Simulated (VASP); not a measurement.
# SiO2: relaxation of cell and atoms with PBE+D3(BJ)

The system is SiO2.

```
Si O
1.0
     4.23597    0.00000    0.00000
     0.00000    4.23597    0.00000
     0.00000    0.00000    2.69056
Si O
2 4
Direct
  0.00000 0.00000 0.00000
  0.50000 0.50000 0.50000
  0.30697 0.30697 0.00000
  0.19303 0.80697 0.50000
  0.69303 0.69303 0.00000
  0.80697 0.19303 0.50000
```

```json
{"Program": "VASP 6.6.1", "Task": "relaxation of cell and atoms", "Functional": "PBE", "Dispersion": "D3(BJ)", "Potentials or basis": "VASP PAW PBE potentials, release 64 (Si, O)", "Cutoff": "600 eV", "k mesh": "6 × 6 × 8", "Occupations": "gaussian, width 0.02 eV", "Spin": "no spin polarisation", "Dipole correction": "no", "Further INCAR settings": "ALGO = Normal; EDIFF = 1e-07; IBRION = 2; EDIFFG = -0.005; NSW = 70; ISIF = 3"}
```

```
Relaxed volume                        : 7.89 Å³/atom
Relaxed cell                          : a = 4.200 Å, b = 4.200 Å, c = 2.684 Å, α = 90.00°, β = 90.00°, γ = 90.00°
Space group after relaxing (to 0.1 Å) : P4_2/mnm (No. 136)
Energy gained by relaxing             : 2.6 meV/atom
Ionic steps                           : 7
Pressure after relaxing               : 0.0 GPa
Band gap on the k mesh                : 5.30 eV
Dispersion energy per atom            : -0.236 eV
```

Step by step:
```tsv
step	energy change (eV)	largest force (eV/Å)	pressure (GPa)	volume (Å³)
1	0.0000	0.0184	-5.00	48.28
2	0.0035	0.2638	6.22	46.54
3	-0.0132	0.1327	0.08	47.45
4	-0.0155	0.0146	0.05	47.35
5	-0.0155	0.0243	0.05	47.34
6	-0.0156	0.0052	-0.04	47.34
7	-0.0156	0.0011	-0.02	47.34
```

Final structure:
```xyz
6
Lattice="4.1997 0.0000 0.0000 0.0000 4.1997 0.0000 0.0000 0.0000 2.6843" Properties=species:S:1:pos:R:3 pbc="T T T"
Si    0.0000    0.0000    0.0000
Si    2.0998    2.0998    1.3421
O     1.2849    1.2849    0.0000
O     0.8150    3.3847    1.3421
O     2.9148    2.9148    0.0000
O     3.3847    0.8150    1.3421
```

Levels at points of the mesh, in eV from the valence-band top:
```tsv
k point	band 12	band 13	band 14	band 15	band 16	band 17	band 18	band 19	band 20
(0.00, 0.00, 0.00)	-3.10	-2.51	-0.87	-0.87	0.00	5.30	6.62	8.34	8.34
(0.50, 0.00, 0.00)	-3.81	-2.66	-2.66	-1.05	-1.05	7.51	7.51	8.94	8.94
(0.50, 0.50, 0.00)	-3.23	-2.64	-2.64	-2.22	-2.22	7.22	7.22	9.90	9.90
(0.00, 0.00, 0.50)	-4.58	-3.00	-3.00	-2.62	-2.62	8.87	8.87	12.49	12.49
(0.50, 0.00, 0.50)	-3.92	-2.24	-2.24	-1.72	-1.72	8.61	8.61	9.69	9.69
(0.50, 0.50, 0.50)	-4.44	-1.73	-1.73	-1.52	-1.52	6.98	6.98	10.91	10.91
```

Run time: 3.6 min on 1 thread of Intel(R) Xeon(R) Platinum 8259CL CPU @ 2.50GHz (Skylake/Cascade Lake), on a shared host, peak memory 0.21 GiB.

A k mesh can miss the band edges.
